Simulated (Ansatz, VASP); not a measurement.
## C in VASP and in Ansatz

```
CELL_PARAMETERS angstrom
2.25883 0.00000 0.00000
-1.12941 1.95620 0.00000
0.00000 0.00000 28.49476
ATOMIC_POSITIONS crystal
C 0.00000 0.00000 0.57116
C 0.00000 0.00000 0.42884
C 0.33333 0.66667 0.42882
C 0.66667 0.33333 0.57118
```

Alike in both runs: task single point; functional PBE; dispersion D3(BJ); k mesh 24 × 24 × 4; occupations gaussian, width 0.15 eV; no spin polarisation.

|  | VASP | Ansatz |
| --- | --- | --- |
| version | VASP 6.6.1 | Ansatz 0.2.0 |
| potentials or method | VASP PAW PBE potentials, release 64 (C), cutoff 600 eV | scalar-relativistic, plane waves, PAW |
| valence electrons in the cell | 16 | 16 |

|  | VASP | Ansatz | Ansatz less VASP |
| --- | --- | --- | --- |
| gap on the k mesh at the Fermi level (eV) | none | none | - |
| rms of the force components (eV/Å) | 0.015 | 0.015 | 0.0000 |

Atom by atom the forces differ by 0.000 eV/Å (rms over components). A gap of «none» marks a metal or a gap that the smearing closes. Ansatz's warnings: xc potential rough in thin density.
